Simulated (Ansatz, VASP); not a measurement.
**One calculation of Ti, two programs**

```xyz
2
Lattice="2.9010 0.0000 0.0000 -1.4505 2.5123 0.0000 0.0000 0.0000 4.5894" Properties=species:S:1:pos:R:3 pbc="T T T"
Ti    0.0000    1.6749    1.1473
Ti    1.4505    0.8374    3.4420
```

Alike in both runs: functional PBEsol; k mesh 33 × 33 × 18; occupations gaussian, width 0.1 eV; no spin polarisation.

Ansatz relaxed the structure, and its values are those at the end. VASP's run is a single point on that final structure, the one shown.

|  | VASP | Ansatz |
| --- | --- | --- |
| version | VASP 6.6.1 | Ansatz 0.2.0 |
| potentials or method | VASP PAW PBE potentials, release 64 (Ti_sv) | scalar-relativistic, plane waves, PAW |
| plane-wave cutoff (eV) | 520 | 420 |
| valence electrons in the cell | 24 | 24 |

```tsv
	VASP	Ansatz	Ansatz less VASP
gap on the k mesh at the Fermi level (eV)	none	none	-
pressure (GPa)	-0.3	0.0	+0.34
```

VASP's potentials were made for PBE, not for PBEsol. A gap of «none» marks a metal or a gap that the smearing closes. The functional is the same, so the differences come from potentials, cutoffs and numerics.
